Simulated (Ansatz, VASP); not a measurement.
One calculation of FeO, two programs

Contents of INCAR:

```
SYSTEM = FeO
  PREC = Accurate
  ENCUT = 700
  EDIFF = 1E-6
  ISMEAR = 0
  SIGMA = 0.05
  LREAL = .False.
  LASPH = .True.
  NELM = 200
  ALGO = Normal
  ISIF = 2
  LWAVE = .False.
  LCHARG = .False.
  ISPIN = 2
  MAGMOM = 3.8 0.25
  LORBIT = 11
  LMAXMIX = 4
  LDAU = .True.
  LDAUTYPE = 1
  LDAUL = 2 -1
  LDAUU = 5 0
  LDAUJ = 0.9 0
  LDAUPRINT = 1
  GGA = CA
  NBANDS = 22
  GGA_COMPAT = .False.
```

File KPOINTS:

```
Automatic mesh
0
Gamma
  8 8 8
  0 0 0
```

Contents of POSCAR:

```
FeO
1.0
    0.0000000000      2.1554001600      2.1554001600
    2.1554001600      0.0000000000      2.1554001600
    2.1554001600      2.1554001600      0.0000000000
Fe O
1 1
Direct
    0.0000000000      0.0000000000      0.0000000000
    0.5000000000      0.5000000000      0.5000000000
```

Input for Ansatz:

```yaml
crystal:
  lattice:
    - [0.0, 2.15540016, 2.15540016]
    - [2.15540016, 0.0, 2.15540016]
    - [2.15540016, 2.15540016, 0.0]
  atoms:
    - { symbol: Fe, position: [0.0, 0.0, 0.0], spin: 4.0 }
    - { symbol: O, position: [0.5, 0.5, 0.5] }
basis:
  ecutwfc: 420
  ecutrho_ratio: 4
kpoints:
  mp_grid: { grid: [8, 8, 8] }
hamiltonian:
  xc: lda
  hubbard:
    sites:
      - { site: 0, l: d, u: 5.0, j: 0.9, starting_ns: [{ spin: up, occupation_matrix: s0up }, { spin: down, occupation_matrix: s0down }] }
    occupation_matrices:
      s0up:
        matrix:
          - [0.97, 0.0, 0.0, 0.0, 0.0]
          - [0.0, 0.97, 0.0, 0.0, 0.0]
          - [0.0, 0.0, 0.97, 0.0, 0.0]
          - [0.0, 0.0, 0.0, 0.97, 0.0]
          - [0.0, 0.0, 0.0, 0.0, 0.97]
      s0down:
        matrix:
          - [0.02, 0.0, 0.0, 0.0, 0.0]
          - [0.0, 0.25587, 0.0, 0.0, 0.41042]
          - [0.0, 0.0, 0.02, 0.0, 0.0]
          - [0.0, 0.0, 0.0, 0.02, 0.0]
          - [0.0, 0.41042, 0.0, 0.0, 0.73413]
    ns_hold: until_converged
scf:
  occupations: { method: gaussian, width: 0.05 }
  lower_state_search: "off"
  max_iter: 150
output:
  forces: true
  stress: true
  eigenvalues: true
  populations: true
  hubbard: { sites: [{ site: 0, l: d }] }
magnetization:
  spin_polarized: true
```

Alike in both runs: task single point; functional LDA; k mesh 8 × 8 × 8; occupations gaussian, width 0.05 eV; collinear spin; Hubbard terms Fe d U = 5.0 eV, J = 0.9 eV.

|  | VASP | Ansatz |
| --- | --- | --- |
| version | VASP 6.6.1 | Ansatz 0.2.0 |
| potentials or method | VASP PAW LDA potentials, release 64 (Fe_sv, O), cutoff 700 eV | scalar-relativistic, plane waves, PAW |
| valence electrons in the cell | 22 | 22 |

```tsv
	VASP	Ansatz	Ansatz less VASP
pressure (GPa)	-15.1	-2.7	+12.43
traceless stress, the component that is largest in VASP (GPa)	0.00	4.73	+4.728
net moment per atom (μB)	2.00	2.00	-0.003
size of the moment on the site where the two differ most (μB)	3.62	3.45	-0.167
```

LDA's correlation is that of Perdew and Zunger in VASP and of Perdew and Wang (1992) in Ansatz. Site moments also hang on the region over which each program counts them. The programs project onto different local orbitals, so the same U acts differently, and such runs can settle in different states. Ansatz's warnings: filled band counts differ across k points, symmetry narrowed by occupation matrices.
